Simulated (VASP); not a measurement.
# Al47GaN48 (a cell with a defect) in VASP: single point with PBEsol

Aim: the single point of Al47GaN48 (a cell with a defect) with PBEsol.

All numbers are computed with VASP 6.6.1; they aren't measurements. Logs are shortened: lines on timing, memory, paths and dates and some standing lists are left out, and cuts for length are marked.

## 1. The cell of the first run

The cell holds a defect, 96 atoms: a = 9.341 Å, b = 10.787 Å, c = 9.967 Å, α = 90.00°, β = 90.00°, γ = 90.00°.

## 2. Single point, PBEsol

Contents of INCAR:

```
PREC = Accurate ; ENCUT = 520
EDIFF = 1E-6 ; ISMEAR = -1
SIGMA = 0.05 ; LREAL = Auto
LASPH = T ; NELM = 100
ALGO = Normal ; ISIF = 2
LWAVE = F ; LCHARG = F
GGA = PS ; ISYM = 0
NBANDS = 251
```

Contents of KPOINTS:

```
Automatic mesh
0
Gamma
  1 1 1
  0.25 0.25 0.25
```

Contents of POSCAR:

```
Al47GaN48
1.0
    9.3414480000      0.0000000000      0.0000000000
    0.0000000000     10.7865750000      0.0000000000
    0.0000000000      0.0000000000      9.9670570000
Al N Ga
47 48 1
Direct
    0.1665390000      0.0830690000      0.2484120000
    0.1664640000      0.0830980000      0.7483500000
    0.9998710000      0.3332270000      0.2485320000
    0.9999670000      0.3331630000      0.7483020000
    0.4998910000      0.0832360000      0.2485270000
    0.4998380000      0.0830870000      0.7484100000
    0.3328320000      0.3330620000      0.2474800000
    0.3325440000      0.3327700000      0.7498110000
    0.1666930000      0.5833150000      0.2486020000
    0.1666860000      0.5832590000      0.7485380000
    0.9998830000      0.8331290000      0.2483860000
    0.9999460000      0.8330640000      0.7485170000
    0.8334170000      0.0830410000      0.2483030000
    0.8333610000      0.0829850000      0.7483870000
    0.6670600000      0.3329690000      0.2474210000
    0.6674210000      0.3326870000      0.7498140000
    0.5000030000      0.5836860000      0.2475990000
    0.4999820000      0.5839920000      0.7497970000
    0.3331950000      0.8333440000      0.2484840000
    0.3331260000      0.8332480000      0.7484810000
    0.8331950000      0.5832310000      0.2484050000
    0.8334560000      0.5832040000      0.7485730000
    0.6667260000      0.8332980000      0.2484590000
    0.6665890000      0.8332090000      0.7484080000
    0.9998860000      0.1665900000      0.4982820000
    0.0000250000      0.1666260000      0.9983640000
    0.3328820000      0.1658890000      0.4985010000
    0.3331840000      0.1662350000      0.9985620000
    0.1662410000      0.4166350000      0.4986190000
    0.1664080000      0.4167120000      0.9986330000
    0.0000510000      0.6664040000      0.4984490000
    0.9999930000      0.6665910000      0.9985260000
    0.6670290000      0.1658700000      0.4984990000
    0.6666560000      0.1661220000      0.9985480000
    0.5000330000      0.4164540000      0.9984400000
    0.3328960000      0.6672040000      0.4986230000
    0.3330130000      0.6667500000      0.9985560000
    0.1663140000      0.9165290000      0.4983450000
    0.1664250000      0.9164820000      0.9982890000
    0.8339130000      0.4165780000      0.4985780000
    0.8337170000      0.4166080000      0.9985770000
    0.6672090000      0.6671590000      0.4986730000
    0.6668480000      0.6667490000      0.9984510000
    0.4999100000      0.9165410000      0.4984470000
    0.4999680000      0.9164990000      0.9983690000
    0.8335380000      0.9164530000      0.4984280000
    0.8332920000      0.9165680000      0.9982250000
    0.0000000000      0.1666260000      0.1893860000
    0.9998780000      0.1665590000      0.6892860000
    0.3332110000      0.1661990000      0.1892050000
    0.3331880000      0.1665990000      0.6894750000
    0.1662540000      0.4168600000      0.1892710000
    0.1667940000      0.4165760000      0.6895480000
    0.0000130000      0.6664370000      0.1894990000
    0.0000250000      0.6664390000      0.6893560000
    0.6666920000      0.1661090000      0.1892750000
    0.6666150000      0.1664410000      0.6894060000
    0.4999320000      0.4166310000      0.1896210000
    0.4999880000      0.4164950000      0.6953580000
    0.3329440000      0.6668060000      0.1893060000
    0.3334300000      0.6665100000      0.6895200000
    0.1665370000      0.9164350000      0.1892950000
    0.1665250000      0.9164420000      0.6893560000
    0.8337020000      0.4166830000      0.1891830000
    0.8331950000      0.4165410000      0.6894860000
    0.6669300000      0.6667570000      0.1891550000
    0.6666460000      0.6664620000      0.6896360000
    0.4999390000      0.9165300000      0.1894960000
    0.4998820000      0.9164640000      0.6894110000
    0.8333690000      0.9164320000      0.1893050000
    0.8333130000      0.9163470000      0.6894570000
    0.1663050000      0.0828200000      0.4393210000
    0.1665050000      0.0831080000      0.9392910000
    0.0000830000      0.3332730000      0.4394590000
    0.0001150000      0.3332680000      0.9391840000
    0.4999370000      0.0832100000      0.4395810000
    0.4998880000      0.0831310000      0.9393300000
    0.3297530000      0.3313670000      0.4377940000
    0.3329920000      0.3330470000      0.9403440000
    0.1668200000      0.5832350000      0.4396360000
    0.1666090000      0.5833000000      0.9393660000
    0.9999200000      0.8329300000      0.4393830000
    0.9999120000      0.8331130000      0.9393770000
    0.8335350000      0.0828220000      0.4393330000
    0.8334170000      0.0831620000      0.9393860000
    0.6703960000      0.3312870000      0.4377650000
    0.6670700000      0.3330340000      0.9403970000
    0.5000030000      0.5870490000      0.4379360000
    0.4999080000      0.5835950000      0.9403790000
    0.3330430000      0.8335650000      0.4394050000
    0.3332320000      0.8332110000      0.9394470000
    0.8333020000      0.5831750000      0.4394780000
    0.8333560000      0.5832220000      0.9394090000
    0.6668010000      0.8335490000      0.4394060000
    0.6665490000      0.8332010000      0.9393110000
    0.5000970000      0.4165880000      0.4996740000
```

Potentials or basis: VASP PAW PBE potentials, release 64 (Al, N, Ga_d).

On the command line:

```sh
> cat potpaw_PBE.64/Al/POTCAR potpaw_PBE.64/N/POTCAR potpaw_PBE.64/Ga_d/POTCAR > POTCAR
> mpirun -np 1 vasp_std > vasp.out
```

OUTCAR:

```text
PREC = Accurate
   ENCUT = 520
   EDIFF = 1E-6
   ISMEAR = -1
   LREAL = Auto
   LASPH = T
   NELM = 100
   ISIF = 2
   GGA = PS
   ISYM = 0

 ion  position               nearest neighbor table
   1  0.167  0.083  0.248-  50 1.89  62 1.89  48 1.89  72 1.90  27 3.07  28 3.07  38 3.07  25 3.07
                            26 3.07  39 3.07  19 3.11  13 3.11   7 3.11  11 3.11   5 3.11   3 3.12
   2  0.166  0.083  0.748-  63 1.89  49 1.89  51 1.89  73 1.90  27 3.07  39 3.07  38 3.07  26 3.07
                            25 3.07  28 3.07   8 3.11  14 3.11  20 3.11  12 3.11   4 3.11   6 3.11
   3  1.000  0.333  0.249-  64 1.89  48 1.89  52 1.89  74 1.90  40 3.07  41 3.07  25 3.07  30 3.07
                            29 3.07  26 3.07  15 3.11   7 3.11  21 3.11  13 3.11   1 3.12   9 3.12
   4  1.000  0.333  0.748-  49 1.89  65 1.89  53 1.89  75 1.90  40 3.07  29 3.07  25 3.07  26 3.07
                            41 3.07  30 3.07  16 3.11   8 3.11  22 3.11   2 3.11  10 3.11  14 3.12
   5  0.500  0.083  0.249-  50 1.89  56 1.89  68 1.89  76 1.90  28 3.07  34 3.07  27 3.07  44 3.07
                            33 3.07  45 3.07  19 3.11  15 3.11   1 3.11  23 3.11   7 3.11  13 3.12
   6  0.500  0.083  0.748-  69 1.89  51 1.89  57 1.89  77 1.90  44 3.07  27 3.07  45 3.07  33 3.07
                            28 3.07  34 3.07  20 3.11  24 3.11   8 3.11   2 3.11  16 3.11  14 3.12
   7  0.333  0.333  0.247-  52 1.89  50 1.89  58 1.89  78 1.90  30 3.06  28 3.06  35 3.07  29 3.08
                            27 3.08  96 3.09   3 3.11   1 3.11   9 3.11   5 3.11  17 3.12  15 3.12
   8  0.333  0.333  0.750-  59 1.89  51 1.89  53 1.89  79 1.90  28 3.06  30 3.06  35 3.07  96 3.08
                            29 3.08  27 3.08   4 3.11   2 3.11   6 3.11  10 3.11  16 3.13  18 3.13
   9  0.167  0.583  0.249-  60 1.89  52 1.89  54 1.89  80 1.90  31 3.07  37 3.07  30 3.07  36 3.07
[... 123 lines left out ...]
  94  0.667  0.834  0.439-  42 1.89  46 1.89  44 1.89  23 1.90
  95  0.667  0.833  0.939-  43 1.89  45 1.89  47 1.89  24 1.90
  96  0.500  0.417  0.500-  78 1.94  86 1.94  88 1.94  59 1.95  18 3.08  16 3.08   8 3.08  17 3.09
                            15 3.09   7 3.09  40 3.12  29 3.12  42 3.12  33 3.12  36 3.12  27 3.12

IMPORTANT INFORMATION: All symmetrisations will be switched off!
NOSYMM: (Re-)initialisation of all symmetry stuff for point group C_1.

----------------------------------------------------------------------------------------

                                     Primitive cell

  volume of cell :    1004.3029

  direct lattice vectors                    reciprocal lattice vectors
     9.341448000  0.000000000  0.000000000     0.107049785  0.000000000  0.000000000
     0.000000000 10.786575000  0.000000000     0.000000000  0.092707834  0.000000000
     0.000000000  0.000000000  9.967057000     0.000000000  0.000000000  0.100330519

  length of vectors
     9.341448000 10.786575000  9.967057000     0.107049785  0.092707834  0.100330519

  position of ions in fractional coordinates (direct lattice)
     0.166539000  0.083069000  0.248412000
     0.166464000  0.083098000  0.748350000
[... 260 lines left out ...]
   EFERMI_NEDOS =   21; number of points for ismear=-14 and -15
   IALGO  =     38    algorithm
   IMIX   =      4    mixing-type and parameters
     AMIX     =   0.40;   BMIX     =  1.00
     AMIX_MAG =   1.60;   BMIX_MAG =  1.00
  volume/ion in A,a.u.               =      10.46        70.60
  Fermi-wavevector in a.u.,A,eV,Ry     =   1.198447  2.264736 19.541696  1.436274
  Thomas-Fermi vector in A             =   2.334335
   LORBIT       =      0    0 simple, 1 ext, 2 COOP (PROOUT), +10 PAW based schemes
   GGA     = PS    functional components
   LHFCALC =     F    Hartree Fock is set to
   AEXX    =    0.0000 exact exchange contribution
   IVDW    =     0    specifies the selected vdW correction
   LEPSILON=     F    determine dielectric tensor
   LRPA    =     F    only Hartree local field effects (RPA)
 non-spin polarized calculation
  energy-cutoff  :      520.00
  volume of cell :     1004.30
 maximum number of plane-waves:     27045
 NGX is ok and might be reduce to    70
   NGX = 35   NGY = 41   NGZ = 37

 number of electron     393.9999988 magnetization

 Free energy of the ion-electron system (eV)
  ---------------------------------------------------
  ext. energy  EPLUGINS =         0.00000000
  ---------------------------------------------------
  free energy    TOTEN  =      -748.95419648 eV

  energy without entropy =     -748.95419648  energy(sigma->0) =     -748.95419648

 E-fermi :   7.0614     XC(G=0): -11.1262

 val. band max:        5.8554461050   @ k =   0.2500   0.2500   0.2500
 cond. band min:      10.8691096003   @ k =   0.2500   0.2500   0.2500
 fundamental gap:      5.0136634953
 Fermi energy:         7.0613846737

 k-point     1 :       0.2500    0.2500    0.2500
  band No.  band energies     occupation
      1      -8.9677      2.00000
      2      -8.5909      2.00000
      3      -8.5149      2.00000
      4      -8.4711      2.00000
      5      -8.1732      2.00000
      6      -8.1406      2.00000
[... 837 lines left out ...]
    208      11.8646      0.00000
    209      11.8765      0.00000
 [bands above 209 left out]

------------------------ aborting loop because EDIFF is reached ----------------------------------------

  FORCE on cell =-STRESS in cart. coord.  units (eV):
  Direction    XX          YY          ZZ          XY          YZ          ZX
  --------------------------------------------------------------------------------------
  -------------------------------------------------------------------------------------
  Total        1.6926371      1.9312562      2.7813950     -0.0238618     -0.0146206      0.0099540
  in kB        2.7002857      3.0809579      4.4371953     -0.0380670     -0.0233245      0.0158797
  external PRESSURE =       3.4061463 kB  Pullay stress =       0.0000000 kB

 VOLUME and BASIS-vectors are now :
 -----------------------------------------------------------------------------
  energy-cutoff  :      520.00
  volume of cell :     1004.30
      direct lattice vectors                 reciprocal lattice vectors
     9.341448000  0.000000000  0.000000000     0.107049785  0.000000000  0.000000000
     0.000000000 10.786575000  0.000000000     0.000000000  0.092707834  0.000000000
     0.000000000  0.000000000  9.967057000     0.000000000  0.000000000  0.100330519

 POSITION                                       TOTAL-FORCE (eV/Angst)
 -----------------------------------------------------------------------------------
      1.55572      0.89603      2.47594         0.007053      0.000027     -0.009810
      1.55501      0.89634      7.45885         0.006202      0.006930     -0.001953
      9.34024      3.59438      2.47713         0.026759      0.020857      0.000264
      9.34114      3.59369      7.45837         0.006539      0.013407      0.004727
      4.66971      0.89783      2.47708         0.007332     -0.010938     -0.001423
      4.66921      0.89622      7.45945         0.008043      0.022181     -0.001793
[... 88 lines left out ...]
      6.22653      8.98739      9.36217         0.016814      0.026579     -0.005618
      4.67163      4.49356      4.98028        -0.003822     -0.005206     -0.024910
 -----------------------------------------------------------------------------------
    total drift:                                0.000416      0.010082     -0.019680

  FREE ENERGIE OF THE ION-ELECTRON SYSTEM (eV)
  ---------------------------------------------------
  free  energy   TOTEN  =      -748.9541964763 eV

  energy  without entropy=     -748.9541964762  energy(sigma->0) =     -748.95419648
```

Run time: 49 min. Hardware: 1 thread of Oxide Virtual Turin-like, shared host; peak memory 1.2 GiB.

What came out:

```yaml
Free_energy: -748.9542 eV
Pressure: 0.3 GPa
Largest_force: 0.034 eV/Å
Band_gap_on_the_k_mesh: 5.01 eV
```

Forces on the atoms (eV/Å):
```
Al   0.007  0.000 -0.010
Al   0.006  0.007 -0.002
Al   0.027  0.021  0.000
Al   0.007  0.013  0.005
Al   0.007 -0.011 -0.001
Al   0.008  0.022 -0.002
Al   0.019  0.016 -0.006
Al   0.000  0.016 -0.005
Al   0.000 -0.006 -0.007
Al   0.012 -0.012 -0.007
Al   0.013 -0.009 -0.001
Al   0.002  0.000 -0.017
Al  -0.010  0.005  0.012
Al  -0.006  0.019 -0.002
Al  -0.021  0.019 -0.004
Al  -0.001  0.015 -0.009
Al  -0.011 -0.017 -0.010
Al   0.002 -0.017  0.003
Al  -0.003 -0.009 -0.010
Al   0.010  0.000 -0.002
Al   0.013 -0.002  0.000
Al  -0.027 -0.008 -0.006
Al  -0.006 -0.003 -0.007
Al   0.003  0.003  0.000
Al   0.006 -0.010  0.000
Al  -0.002 -0.002  0.006
Al  -0.007 -0.006 -0.001
Al  -0.006 -0.005 -0.002
Al  -0.015 -0.001 -0.002
Al   0.003  0.003 -0.004
Al  -0.007  0.004 -0.008
Al  -0.004 -0.024  0.011
Al   0.002 -0.014 -0.007
Al   0.006  0.015  0.006
Al  -0.005  0.024  0.021
Al  -0.005  0.004 -0.003
Al   0.000 -0.008  0.024
Al   0.008 -0.021  0.002
Al   0.026  0.003  0.023
Al   0.009  0.005 -0.006
Al  -0.007  0.007 -0.003
Al   0.000  0.000 -0.008
Al   0.008 -0.015  0.017
Al   0.002 -0.011 -0.011
Al  -0.014 -0.007  0.028
Al  -0.008 -0.005 -0.003
Al  -0.005 -0.020  0.026
N   -0.005 -0.007 -0.002
N    0.001 -0.013  0.005
N   -0.002 -0.002  0.003
N   -0.002 -0.015  0.004
N    0.002 -0.020 -0.003
N   -0.007 -0.007  0.001
N   -0.012  0.021 -0.001
N    0.000  0.007  0.010
N   -0.006 -0.001 -0.014
N    0.004  0.002  0.023
N    0.010 -0.014 -0.027
N    0.005  0.001 -0.012
N    0.006  0.000 -0.007
N   -0.010  0.012  0.010
N   -0.014  0.017 -0.002
N   -0.008  0.006  0.007
N   -0.019  0.004  0.000
N    0.003 -0.008  0.010
N    0.008  0.009  0.003
N    0.005  0.008 -0.007
N    0.006  0.003 -0.012
N   -0.002  0.001  0.001
N    0.001  0.013 -0.017
N    0.005  0.011 -0.003
N   -0.010  0.016  0.008
N   -0.001  0.001 -0.005
N   -0.005 -0.017  0.000
N   -0.009 -0.019  0.004
N   -0.003  0.007 -0.002
N    0.006 -0.001 -0.007
N   -0.001 -0.014  0.018
N   -0.009 -0.015  0.013
N   -0.007 -0.006 -0.001
N   -0.005 -0.004 -0.002
N    0.002  0.006  0.001
N   -0.007  0.004 -0.004
N    0.019  0.001 -0.002
N   -0.001 -0.002 -0.018
N   -0.008 -0.002  0.016
N    0.004 -0.028  0.003
N    0.011 -0.006  0.013
N    0.005 -0.008  0.000
N   -0.004  0.019  0.009
N   -0.008  0.023 -0.022
N   -0.005 -0.001  0.009
N    0.006  0.003 -0.002
N    0.008  0.012  0.012
N    0.017  0.027 -0.006
Ga  -0.004 -0.005 -0.025
```

Caveat: the PAW data sets were made with another functional, which shifts forces and pressure a little.
